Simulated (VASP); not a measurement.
A run of VASP 6.6.1:

File INCAR:

```
  ALGO = Normal
  EDIFF = 1E-7
  ENCUT = 520
  GGA = PE
  ISIF = 2
  ISMEAR = -1
  LASPH = T
  LCHARG = F
  LREAL = F
  LWAVE = F
  NBANDS = 56
  NELM = 100
  PREC = Accurate
  SIGMA = 0.05
```

KPOINTS

```
k-points
0
Gamma
  5 5 5
```

POSCAR

```
HfO2
1.0
    5.1518950275      0.0000000000      0.0000000000
    0.0000000000      5.2200433850      0.0000000000
   -0.8643497359      0.0000000000      5.2483970684
Hf O
4 8
Direct
    0.2755000000      0.4603000000      0.7080000000
    0.7245000000      0.9603000000      0.7920000000
    0.7245000000      0.5397000000      0.2920000000
    0.2755000000      0.0397000000      0.2080000000
    0.0742000000      0.1684000000      0.8467000000
    0.9258000000      0.6684000000      0.6533000000
    0.9258000000      0.8316000000      0.1533000000
    0.0742000000      0.3316000000      0.3467000000
    0.4487000000      0.7419000000      0.9801000000
    0.5513000000      0.2419000000      0.5199000000
    0.5513000000      0.2581000000      0.0199000000
    0.4487000000      0.7581000000      0.4801000000
```

Potentials or basis: VASP PAW PBE potentials, release 64 (Hf_pv, O).

Launch:

```bash
$ cat potpaw_PBE.64/Hf_pv/POTCAR potpaw_PBE.64/O/POTCAR > POTCAR
$ mpirun -np 1 vasp_std > vasp.out
```

Hardware: 1 thread of AMD EPYC 9R45 96-Core Processor (Zen 5), with other jobs on the host.

Q: Estimate the wall time of this run.

A: Wall time 3.2 min on 1 thread of AMD EPYC 9R45 96-Core Processor (Zen 5) (shared host), peak memory 0.35 GiB. Counts: scf iterations 17, k points 39.
